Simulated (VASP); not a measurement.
Crystal: NiO.

```xyz
2
Lattice="0.0000 2.0859 2.0859 2.0859 0.0000 2.0859 2.0859 2.0859 0.0000" Properties=species:S:1:pos:R:3 pbc="T T T"
Ni    0.0000    0.0000    0.0000
O     2.0859    2.0859    2.0859
```

Base run:

| Item | Value |
| --- | --- |
| Program | VASP 6.6.1 |
| Functional | PBEsol |
| Potentials or basis | VASP PAW PBE potentials, release 64 (Ni, O) |
| Cutoff | 520 eV |
| k mesh | 11 × 11 × 11 |
| Occupations | fermi-dirac, width 0.05 eV |
| Spin | collinear spin, ferromagnetic start |
| Starting moments | [1.0, 0.0] μB |
| Hubbard terms | Ni d U = 6.0 eV |

Its results: band gap on the k mesh 2.21 eV, indirect (least direct gap 2.87 eV); pressure -6.7 GPa; net moment 2.00 μB per cell; site moments Ni +1.80; O +0.19 μB.

Task: The run is repeated on the same cell with these changes: hubbard terms from Ni d U = 6.0 eV to Ni d U = 8.0 eV. What comes out?

Result: Band gap on the k mesh 3.00 eV, indirect (least direct gap 3.78 eV); pressure -9.5 GPa; net moment 2.00 μB per cell; site moments Ni +1.88; O +0.14 μB.

Caveats: the PAW data sets were made with another functional, which shifts forces and pressure a little; a cell with one magnetic atom can't hold antiferromagnetic order, which such compounds often take.

A k mesh can miss the band edges.
